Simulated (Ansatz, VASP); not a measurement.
# Two plane-wave programs on MgBe2Te2O

```
CELL_PARAMETERS angstrom
3.33053 0.00000 0.00000
0.00000 3.33053 0.00000
0.00000 0.00000 10.46966
ATOMIC_POSITIONS crystal
Mg 0.00000 0.00000 0.00000
Be 0.50000 0.00000 0.57531
Be 0.00000 0.50000 0.42469
Te 0.50000 0.00000 0.33759
Te 0.00000 0.50000 0.66241
O 0.50000 0.50000 0.00000
```

Change from the starting cell: species swapped into the Pr2FeSi2Ru type (P-4m2, No. 115).

Alike in both runs: functional PBE; k mesh 4 × 4 × 4; occupations gaussian, width 0.1 eV; no spin polarisation.

Ansatz relaxed the structure, and its values are those at the end. VASP's run is a single point on that final structure, the one shown.

|  | VASP | Ansatz |
| --- | --- | --- |
| version | VASP 6.6.1 | Ansatz 0.2.0 |
| potentials or method | VASP PAW PBE potentials, release 64 (Mg, Be, Te, O), cutoff 520 eV | scalar-relativistic, plane waves, PAW |
| valence electrons in the cell | 24 | 52 |

|  | VASP | Ansatz | Ansatz less VASP |
| --- | --- | --- | --- |
| gap on the k mesh at the Fermi level (eV) | none | none | - |
| pressure (GPa) | 0.3 | 0.2 | -0.06 |
| rms of the force components (eV/Å) | 0.017 | 0.006 | -0.0112 |

A gap of «none» marks a metal or a gap that the smearing closes. VASP's potentials hold 24 valence electrons a cell and Ansatz's 52, so a difference there can come from the potentials and not from the codes.

The k mesh is coarse, so the values compare programs but aren't converged. Spin-orbit coupling is off throughout.
